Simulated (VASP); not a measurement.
The system is Ca.

```
Ca
1.0
     0.00000    3.89086    3.89086
     3.89086    0.00000    3.89086
     3.89086    3.89086    0.00000
Ca
2
Direct
  0.12500 0.12500 0.12500
  0.87500 0.87500 0.87500
```

This isn't the form of Ca at room conditions, which is fcc.

| Item | Value |
| --- | --- |
| Program | VASP 6.6.1 |
| Task | relaxation of cell and atoms |
| Functional | PBEsol |
| Potentials or basis | VASP PAW PBE potentials, release 64 (Ca_sv) |
| Cutoff | 600 eV |
| k mesh | 7 × 7 × 7 |
| Occupations | fermi-dirac, width 0.1 eV |
| Spin | no spin polarisation |

At the start: pressure 1.3 GPa; volume 58.90 Å³/atom.

Task: Where does the relaxation end?

Result: Over 3 steps the energy falls by 57.9 meV/atom and the volume is 74.71 Å³/atom (+26.8 %); space group Fd-3m (No. 227, to 0.1 Å) before and after.

The path:
| step | energy change (eV) | largest force (eV/Å) | pressure (GPa) | volume (Å³) |
| --- | --- | --- | --- | --- |
| 1 | 0.0000 | 0.0000 | 1.32 | 117.81 |
| 2 | -0.0576 | 0.0000 | 0.88 | 126.25 |
| 3 | -0.1158 | 0.0000 | -0.01 | 149.42 |

Final structure:
```
CELL_PARAMETERS angstrom
0.00000 4.21175 4.21175
4.21175 0.00000 4.21175
4.21175 4.21175 0.00000
ATOMIC_POSITIONS crystal
Ca 0.12500 0.12500 0.12500
Ca 0.87500 0.87500 0.87500
```

Caveat: the volume moved by over 15 % at a fixed basis, so the end points are rough; the PAW data sets were made with another functional, which shifts forces and pressure a little.
